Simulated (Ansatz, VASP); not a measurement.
P in VASP and in Ansatz

Contents of POSCAR:

```
P
1.0
    2.7756105922      0.0000000000      0.0000000000
   -1.3878052961      2.4037492838      0.0000000000
    0.0000000000      0.0000000000      4.4964891593
P
2
Direct
    0.1933333333      0.5966666667      0.1450000000
    0.8066666667      0.4033333333      0.8550000000
```

File INCAR.step1:

```
  PREC = Accurate
  ENCUT = 520
  ISMEAR = -1
  SIGMA = 0.05
  LREAL = False
  LASPH = True
  NELM = 60
  NBANDS = 12
  GGA = PE
  ALGO = Normal
  EDIFF = 1E-4
  LWAVE = True
  LCHARG = False
```

File INCAR.step2:

```
  PREC = Accurate
  ENCUT = 520
  EDIFF = 1E-8
  ISMEAR = -1
  SIGMA = 0.05
  LREAL = False
  LASPH = True
  NELM = 60
  ALGO = Normal
  ISIF = 2
  LWAVE = False
  LCHARG = False
  METAGGA = R2SCAN
  LMIXTAU = True
  LEFG = True
  NBANDS = 12
  ISTART = 1
```

KPOINTS

```
Automatic mesh
0
Gamma
  12 12 7
```

Input for Ansatz:

```yaml
crystal:
  lattice:
    - [2.7756105922, 0.0, 0.0]
    - [-1.3878052961, 2.4037492838, 0.0]
    - [0.0, 0.0, 4.4964891593]
  atoms:
    - { symbol: P, position: [0.1933333333, 0.5966666667, 0.145] }
    - { symbol: P, position: [0.8066666667, 0.4033333333, 0.855] }
kpoints:
  mp_grid: { grid: [12, 12, 7] }
scf:
  occupations: { method: fermi_dirac, width: 0.05 }
hamiltonian:
  xc: r2scan
  pseudopotentials: { kind: all_electron, datasets: crystal }
output:
  forces: true
  stress: true
  eigenvalues: true
  efg: { contact_densities: true }
```

Change from the starting cell: shortest bond scaled by 0.58, crystal datasets.

Alike in both runs: task electric field gradients; functional r2SCAN; k mesh 12 × 12 × 7; occupations fermi-dirac, width 0.05 eV; no spin polarisation.

|  | VASP | Ansatz |
| --- | --- | --- |
| version | VASP 6.6.1 | Ansatz 0.2.0 |
| potentials or method | VASP PAW PBE potentials, release 64 (P), cutoff 520 eV | all-electron PAW with datasets made for the crystal, scalar-relativistic |

|  | VASP | Ansatz | Ansatz less VASP |
| --- | --- | --- | --- |
| pressure (GPa) | 91.8 | 94.0 | +2.23 |
| traceless stress, the component that is largest in VASP (GPa) | 87.50 | 89.74 | +2.244 |
| rms of the force components (eV/Å) | 14.702 | 15.077 | +0.3751 |
| size of Vzz on the site where it differs most (V/Å²) | 207.2 | 189.8 | -17.37 |

VASP's potentials were made for PBE, not for r2SCAN. Atom by atom the forces differ by 0.375 eV/Å (rms over components). Both programs put the cell under a high pressure, so it lies far from rest at this level. Ansatz ran all-electron here, and VASP with PAW potentials.

Noted on VASP's run: the cell as given lies far from equilibrium.
